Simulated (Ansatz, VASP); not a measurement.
CaSe: VASP beside Ansatz

```
Ca Se
1.0
     0.00000    3.30000    3.03600
     3.30000    0.00000    3.03600
     3.30000    3.30000    0.00000
Ca Se
1 1
Cartesian
  0.0000 0.0000 0.0000
  4.9500 4.9500 4.5540
```

Change from the starting cell: strain +0.000 along x and y, -0.080 along z, atoms carried along.

Alike in both runs: task single point; functional PBE; k mesh 6 × 6 × 6; occupations gaussian, width 0.05 eV; no spin polarisation.

```csv
,VASP,Ansatz
version,VASP 6.6.1,Ansatz 0.2.0
potentials or method,"VASP PAW PBE potentials, release 64 (Ca_sv, Se), cutoff 520 eV","scalar-relativistic, plane waves, PAW"
valence electrons in the cell,16,26
```

Ansatz gave:

```
gap on the k mesh at the Fermi level (eV)                     : 3.30
least direct gap on the mesh (eV)                             : 3.44
pressure (GPa)                                                : 2.8
traceless stress, the component that is largest in VASP (GPa) : -0.14
```

Question: Which values does VASP return?

Answer: gap on the k mesh at the Fermi level (eV): 3.30; least direct gap on the mesh (eV): 3.44; pressure (GPa): 2.9; traceless stress, the component that is largest in VASP (GPa): -0.15.

VASP's potentials hold 16 valence electrons a cell and Ansatz's 26, so a difference there can come from the potentials and not from the codes.
